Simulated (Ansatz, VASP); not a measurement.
SnO2: VASP beside Ansatz

```
Sn O
1.0
     3.21639    0.00000    0.00000
    -1.60819    2.78547    0.00000
     0.00000    0.00000    4.59427
Sn O
1 2
Direct
  0.00000 0.00000 0.50000
  0.33333 0.66667 0.71998
  0.66667 0.33333 0.28002
```

Alike in both runs: task single point; functional r2SCAN; k mesh 12 × 12 × 6; occupations gaussian, width 0.02 eV; no spin polarisation.

|  | VASP | Ansatz |
| --- | --- | --- |
| version | VASP 6.6.1 | Ansatz 0.2.0 |
| potentials or method | VASP PAW PBE potentials, release 64 (Sn_d, O), cutoff 520 eV | scalar-relativistic, plane waves, PAW |
| valence electrons in the cell | 26 | 26 |

VASP gave:

| Item | Value |
| --- | --- |
| gap on the k mesh at the Fermi level (eV) | 2.37 |
| least direct gap on the mesh (eV) | 2.43 |
| pressure (GPa) | -3.6 |
| traceless stress, the component that is largest in VASP (GPa) | 0.89 |
| rms of the force components (eV/Å) | 0.198 |

Which values does Ansatz return?

gap on the k mesh at the Fermi level (eV): 2.38; least direct gap on the mesh (eV): 2.43; pressure (GPa): -4.6; traceless stress, the component that is largest in VASP (GPa): 1.49; rms of the force components (eV/Å): 0.237.

VASP's potentials were made for PBE, not for r2SCAN. Atom by atom the forces differ by 0.038 eV/Å (rms over components). With one functional, cell and mesh, what is left measures potentials, basis and numerics.
